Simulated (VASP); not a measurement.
# Ru2F (P-1) in VASP: single point with PBE

Aim: the single point of Ru2F with PBE.

Everything below comes from runs of VASP 6.6.1. Logs are shortened: lines on timing, memory, paths and dates and some standing lists are left out, and cuts for length are marked.

### Step 1. The cell of the first run

The typed cell holds 6 atoms: a = 2.649 Å, b = 4.790 Å, c = 6.426 Å, α = 76.81°, β = 87.42°, γ = 88.52°.

### Step 2. Single point, PBE, collinear spin, ferromagnetic start

Input file INCAR:

```
SYSTEM = Ru2F
  PREC = Accurate
  ENCUT = 600
  EDIFF = 1E-6
  ISMEAR = 0
  SIGMA = 0.1
  LREAL = .False.
  LASPH = .True.
  NELM = 200
  ALGO = Normal
  ISIF = 2
  LWAVE = .False.
  LCHARG = .True.
  ISPIN = 2
  MAGMOM = 1 1 1 1 0 0
  LORBIT = 11
  LMAXMIX = 4
  GGA = PE
  LELF = .True.
  LVHAR = .True.
  NBANDS = 48
  GGA_COMPAT = .False.
```

Input file KPOINTS:

```
regular mesh
0
Gamma
  6 4 4
  0 0 0
```

Input file POSCAR:

```
Ru2F
1.0
    2.6491615716      0.0000000000      0.0000000000
    0.1238818251      4.7881540552      0.0000000000
    0.2887916460      1.4597974433      6.2515026090
Ru F
4 2
Direct
    0.2467409613      0.2011485504      0.9018613171
    0.7463937139      0.7776745759      0.4566468739
    0.7532590387      0.7988514496      0.0981386829
    0.2536062861      0.2223254241      0.5433531261
    0.7539282157      0.6071227532      0.8226038810
    0.2460717843      0.3928772468      0.1773961190
```

Potentials or basis: VASP PAW PBE potentials, release 64 (Ru_pv, F).

Command:

```console
$ cat potpaw_PBE.64/Ru_pv/POTCAR potpaw_PBE.64/F/POTCAR > POTCAR
$ mpirun -np 1 vasp_std > vasp.out
```

OUTCAR:

```text
SYSTEM = Ru2F
   PREC = Accurate
   ENCUT = 600
   EDIFF = 1E-6
   ISMEAR = 0
   LREAL = .False.
   LASPH = .True.
   NELM = 200
   ISIF = 2
   ISPIN = 2
   LORBIT = 11
   GGA = PE

 ion  position               nearest neighbor table
   1  0.247  0.201  0.902-   6 2.17   4 2.28   5 2.29   5 2.34   3 2.43   3 2.45
   2  0.746  0.778  0.457-   3 2.28   5 2.31   4 2.62   4 2.72   4 2.90   4 2.92
   3  0.753  0.799  0.098-   5 2.17   2 2.28   6 2.29   6 2.34   1 2.43   1 2.45
   4  0.254  0.222  0.543-   1 2.28   6 2.31   2 2.62   2 2.72   2 2.90   2 2.92
   5  0.754  0.607  0.823-   3 2.17   1 2.29   2 2.31   1 2.34
   6  0.246  0.393  0.177-   1 2.17   3 2.29   4 2.31   3 2.34

  LATTYP: Found a triclinic cell.
 ALAT       =     2.6491615716
 B/A-ratio  =     2.0433886788
 C/A-ratio  =     2.6650011348
 COS(alpha) =     0.0112361024
 COS(beta)  =     0.4161395864
 COS(gamma) =     0.4664983007

  Lattice vectors:

 A1 = (  -2.6491615716,   0.0000000000,   0.0000000000)
 A2 = (  -2.5252797465,   4.7881540552,   0.0000000000)
 A3 = (  -2.9379532176,  -1.4597974433,  -6.2515026090)

Analysis of symmetry for initial positions (statically):
=====================================================================
 Subroutine PRICEL returns:
 Original cell was already a primitive cell.

 Routine SETGRP: Setting up the symmetry group for a
 triclinic supercell.

 Subroutine GETGRP returns: Found  2 space group operations
 (whereof  2 operations were pure point group operations)
 out of a pool of  2 trial point group operations.

The static configuration has the point symmetry S_2 .

Analysis of symmetry for dynamics (positions and initial velocities):
=====================================================================
 Subroutine PRICEL returns:
 Original cell was already a primitive cell.

 Routine SETGRP: Setting up the symmetry group for a
 triclinic supercell.

 Subroutine GETGRP returns: Found  2 space group operations
 (whereof  2 operations were pure point group operations)
 out of a pool of  2 trial point group operations.

The dynamic configuration has the point symmetry S_2 .

Analysis of structural, dynamic, and magnetic symmetry:
=====================================================================
 Subroutine PRICEL returns:
 Original cell was already a primitive cell.

 Routine SETGRP: Setting up the symmetry group for a
 triclinic supercell.

 Subroutine GETGRP returns: Found  2 space group operations
 (whereof  2 operations were pure point group operations)
[... 146 lines left out ...]
 NGX is ok and might be reduce to    24
   NGX = 11   NGY = 19   NGZ = 25

 number of electron      69.9999993 magnetization      -0.0009697

 number of electron      69.9999993 magnetization       0.0004078

 Free energy of the ion-electron system (eV)
  ---------------------------------------------------
  ext. energy  EPLUGINS =         0.00000000
  ---------------------------------------------------
  free energy    TOTEN  =       -41.05465929 eV

  energy without entropy =      -41.02771542  energy(sigma->0) =      -41.04118735

 E-fermi :   9.0419     XC(G=0): -12.6173

 val. band max:        9.0251880011   @ k =  -0.3333   0.5000   0.2500
 cond. band min:       9.0456111171   @ k =   0.0000   0.5000   0.5000
 fundamental gap:      0.0204231160
 Fermi energy:         9.0419499803

 spin component 1

 k-point     1 :       0.0000    0.0000    0.0000
  band No.  band energies     occupation
      1     -34.8855      1.00000
      2     -34.7158      1.00000
      3     -34.4833      1.00000
      4     -33.9651      1.00000
      5     -33.9513      1.00000
      6     -33.9381      1.00000
[... 1189 lines left out ...]
     46      17.1333      0.00000
     47      19.4887      0.00000

 [... further k-points ...]

 spin component 2

 k-point     1 :       0.0000    0.0000    0.0000
  band No.  band energies     occupation
      1     -34.8855      1.00000
      2     -34.7157      1.00000
      3     -34.4832      1.00000
      4     -33.9650      1.00000
      5     -33.9513      1.00000
      6     -33.9380      1.00000
[... 1189 lines left out ...]
     46      17.1333      0.00000
     47      19.4890      0.00000

 [... further k-points ...]

 [bands above 47 left out]

------------------------ aborting loop because EDIFF is reached ----------------------------------------

  FORCE on cell =-STRESS in cart. coord.  units (eV):
  Direction    XX          YY          ZZ          XY          YZ          ZX
  --------------------------------------------------------------------------------------
  -------------------------------------------------------------------------------------
  Total        2.7519382      2.4395121      1.3276911     -0.8908852      1.7802698     -1.1412489
  in kB       55.6017276     49.2892926     26.8254264    -17.9999519     35.9695855    -23.0584430
  external PRESSURE =      43.9054822 kB  Pullay stress =       0.0000000 kB

 VOLUME and BASIS-vectors are now :
 -----------------------------------------------------------------------------
  energy-cutoff  :      600.00
  volume of cell :       79.30
      direct lattice vectors                 reciprocal lattice vectors
     2.649161572  0.000000000  0.000000000     0.377477920 -0.009766322 -0.015157255
     0.123881825  4.788154055  0.000000000     0.000000000  0.208848752 -0.048768575
     0.288791646  1.459797443  6.251502609     0.000000000  0.000000000  0.159961542

 POSITION                                       TOTAL-FORCE (eV/Angst)
 -----------------------------------------------------------------------------------
      0.93903      2.27967      5.63799        -0.015792     -0.181993      0.453006
      2.20553      4.39024      2.85473         0.040276      0.166559      0.291767
      2.12281      3.96829      0.61351         0.015792      0.181993     -0.453006
      0.85630      1.85771      3.39677        -0.040276     -0.166559     -0.291767
      2.31005      4.10783      5.14251         0.010849     -0.012651     -0.034767
      0.75178      2.14012      1.10899        -0.010849      0.012651      0.034767
 -----------------------------------------------------------------------------------
    total drift:                                0.000000      0.000000     -0.000000

  FREE ENERGIE OF THE ION-ELECTRON SYSTEM (eV)
  ---------------------------------------------------
  free  energy   TOTEN  =       -41.0546592857 eV

  energy  without entropy=      -41.0277154215  energy(sigma->0) =      -41.04118735

 total charge

# of ion       s       p       d       tot
------------------------------------------
    1        0.384   6.233   6.024  12.641
    2        0.392   6.205   5.981  12.578
    3        0.384   6.233   6.024  12.641
    4        0.392   6.205   5.981  12.578
    5        1.747   4.320   0.000   6.066
    6        1.747   4.320   0.000   6.066
--------------------------------------------------
tot          5.046  33.515  24.010  62.572

 magnetization (x)

# of ion       s       p       d       tot
------------------------------------------
    1        0.000   0.000   0.000   0.000
    2        0.000   0.000   0.000   0.000
    3        0.000   0.000   0.000   0.000
    4        0.000   0.000   0.000   0.000
    5        0.000   0.000   0.000   0.000
    6        0.000   0.000   0.000   0.000
--------------------------------------------------
tot          0.000   0.000   0.000   0.000
```

OSZICAR:

```text
N       E                     dE             d eps       ncg     rms          rms(c)
DAV:   1     0.901345630033E+03    0.90135E+03   -0.45301E+04  9984   0.175E+03
DAV:   2    -0.589120859974E+01   -0.90724E+03   -0.86992E+03 10552   0.524E+02
DAV:   3    -0.433951150406E+02   -0.37504E+02   -0.36829E+02 11272   0.113E+02
DAV:   4    -0.438200794641E+02   -0.42496E+00   -0.42463E+00 11968   0.113E+01
DAV:   5    -0.438277736710E+02   -0.76942E-02   -0.76931E-02 12144   0.140E+00    0.235E+01
DAV:   6    -0.416352878841E+02    0.21925E+01   -0.13337E+01 11032   0.265E+01    0.114E+01
DAV:   7    -0.442978316256E+02   -0.26625E+01   -0.24593E+01 11016   0.270E+01    0.172E+01
DAV:   8    -0.410599896974E+02    0.32378E+01   -0.11858E+01 10744   0.172E+01    0.383E+00
DAV:   9    -0.410559885333E+02    0.40012E-02   -0.23724E-01 11432   0.285E+00    0.146E+00
DAV:  10    -0.410545484025E+02    0.14401E-02   -0.19586E-02 11632   0.810E-01    0.651E-01
DAV:  11    -0.410546504177E+02   -0.10202E-03   -0.48689E-03 11040   0.485E-01    0.184E-01
DAV:  12    -0.410546369279E+02    0.13490E-04   -0.66568E-04 11536   0.190E-01    0.696E-02
DAV:  13    -0.410546577471E+02   -0.20819E-04   -0.64189E-05 11240   0.506E-02    0.325E-02
DAV:  14    -0.410546595344E+02   -0.17873E-05   -0.11846E-05 11232   0.237E-02    0.121E-02
DAV:  15    -0.410546592857E+02    0.24869E-06   -0.16984E-06  7232   0.925E-03
   1 F= -.41054659E+02 E0= -.41041187E+02  d E =-.269439E-01  mag=     0.0003
```

It took 8.8 min on 1 thread of Intel Xeon Platinum 8488C (Sapphire Rapids), shared host; peak memory 0.47 GiB.

Results:

| Quantity | Value |
| --- | --- |
| Free energy | -41.0547 eV |
| Pressure | 4.4 GPa |
| Largest force | 0.488 eV/Å |
| Band gap on the k mesh | zero (filled and empty bands overlap) |
| Net moment | 0.00 μB per cell |
| Valence electrons inside the program's atomic spheres | Ru 12.64, 12.58 (each value once); F 6.07 |

Forces in eV/Å, atoms in the order of the input:
```
Ru  -0.016 -0.182  0.453
Ru   0.040  0.167  0.292
Ru   0.016  0.182 -0.453
Ru  -0.040 -0.167 -0.292
F    0.011 -0.013 -0.035
F   -0.011  0.013  0.035
```

Stress tensor (GPa, compression positive):
```
 5.56 -1.80 -2.31
-1.80  4.93  3.60
-2.31  3.60  2.68
```

Caveat: the k points lie up to 0.40 Å⁻¹ apart, too coarse for converged energies and pressures of a metal.

The gap in the log of VASP goes by the Fermi energy; the results here count the filled bands.